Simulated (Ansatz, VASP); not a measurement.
MnO2: VASP beside Ansatz

POSCAR

```
MnO2
1.0
    2.8549554371      0.0000000000      0.0000000000
   -1.4274777185      2.4724639352      0.0000000000
    0.0000000000      0.0000000000     10.2217427273
Mn O
2 4
Direct
    0.0000000000      0.0000000000      0.5000000000
    0.0000000000      0.0000000000      0.0000000000
    0.6666666667      0.3333333333      0.4068564500
    0.6666666667      0.3333333333      0.0931435500
    0.3333333333      0.6666666667      0.5931435500
    0.3333333333      0.6666666667      0.9068564500
```

INCAR.step1

```
SYSTEM = MnO2
PREC = Accurate
ENCUT = 520
ISMEAR = -1
SIGMA = 0.05
LREAL = .False.
LASPH = .True.
NELM = 150
ISPIN = 2
MAGMOM = 4 4 0 0 0 0
LMAXMIX = 4
NBANDS = 38
GGA = PE
ALGO = Normal
EDIFF = 1E-4
LWAVE = .True.
LCHARG = .False.
```

File INCAR.step2:

```
SYSTEM = MnO2
PREC = Accurate
ENCUT = 520
EDIFF = 1E-7
ISMEAR = -1
SIGMA = 0.05
LREAL = .False.
LASPH = .True.
NELM = 150
ALGO = Normal
ISIF = 2
LWAVE = .False.
LCHARG = .False.
ISPIN = 2
MAGMOM = 4 4 0 0 0 0
LORBIT = 11
LMAXMIX = 4
METAGGA = R2SCAN
LMIXTAU = .True.
NBANDS = 38
ISTART = 1
```

File KPOINTS:

```
Automatic mesh
0
Gamma
  11 11 3
  0 0 0
```

The input input.yaml:

```yaml
crystal:
  lattice:
    - [2.8549554371, 0.0, 0.0]
    - [-1.4274777185, 2.4724639352, 0.0]
    - [0.0, 0.0, 10.2217427273]
  atoms:
    - { symbol: Mn, position: [0.0, 0.0, 0.5], spin: 4.0 }
    - { symbol: Mn, position: [0.0, 0.0, 0.0], spin: 4.0 }
    - { symbol: O, position: [0.6666666667, 0.3333333333, 0.40685645] }
    - { symbol: O, position: [0.6666666667, 0.3333333333, 0.09314355] }
    - { symbol: O, position: [0.3333333333, 0.6666666667, 0.59314355] }
    - { symbol: O, position: [0.3333333333, 0.6666666667, 0.90685645] }
hamiltonian:
  xc: r2scan
  pseudopotentials: { kind: paw }
magnetization:
  spin_polarized: true
kpoints:
  mp_grid: { grid: [11, 11, 3] }
  band_path:
    path:
      - [[0.0, 0.0, 0.0], [0.5, 0.0, 0.0], [0.3333333333, 0.3333333333, 0.0], [0.0, 0.0, 0.0], [0.0, 0.0, 0.5], [0.5, 0.0, 0.5], [0.3333333333, 0.3333333333, 0.5], [0.0, 0.0, 0.5]]
      - [[0.5, 0.0, 0.5], [0.5, 0.0, 0.0]]
      - [[0.3333333333, 0.3333333333, 0.0], [0.3333333333, 0.3333333333, 0.5]]
    npoints: 14
scf:
  occupations: { method: fermi_dirac, width: 0.05 }
  n_extra_bands: 15
output:
  forces: true
  stress: true
  eigenvalues: true
  fatbands: true
```

Alike in both runs: functional r2SCAN; k mesh 11 × 11 × 3; occupations fermi-dirac, width 0.05 eV; collinear spin.

```csv
,VASP,Ansatz
version,VASP 6.6.1,Ansatz 0.2.0
potentials or method,"VASP PAW PBE potentials, release 64 (Mn_pv, O)",Ansatz PAW
plane-wave cutoff (eV),520,500
valence electrons in the cell,50,54
task,single point,band structure
```

Ansatz gave:

| Property | Result |
| --- | --- |
| gap on the k mesh at the Fermi level (eV) | 2.02 |
| least direct gap on the mesh (eV) | 2.09 |
| pressure (GPa) | -1.0 |
| traceless stress, the component that is largest in VASP (GPa) | 0.28 |
| rms of the force components (eV/Å) | 0.055 |
| net moment per atom (μB) | 1.00 |
| size of the moment on the site where the two differ most (μB) | 2.59 |

Task: What did VASP give for the same quantities?

Result: gap on the k mesh at the Fermi level (eV): 1.99; least direct gap on the mesh (eV): 2.06; pressure (GPa): -0.1; traceless stress, the component that is largest in VASP (GPa): -0.22; rms of the force components (eV/Å): 0.015; net moment per atom (μB): 1.00; size of the moment on the site where the two differ most (μB): 2.93.

VASP's potentials were made for PBE, not for r2SCAN. Site moments also hang on the region over which each program counts them. Atom by atom the forces differ by 0.040 eV/Å (rms over components). The functional is the same, so the differences come from potentials, cutoffs and numerics. VASP's potentials hold 50 valence electrons a cell and Ansatz's 54, so a difference there can come from the potentials and not from the codes.

Noted on Ansatz's run: the magnetic or orbital state may not be the lowest.
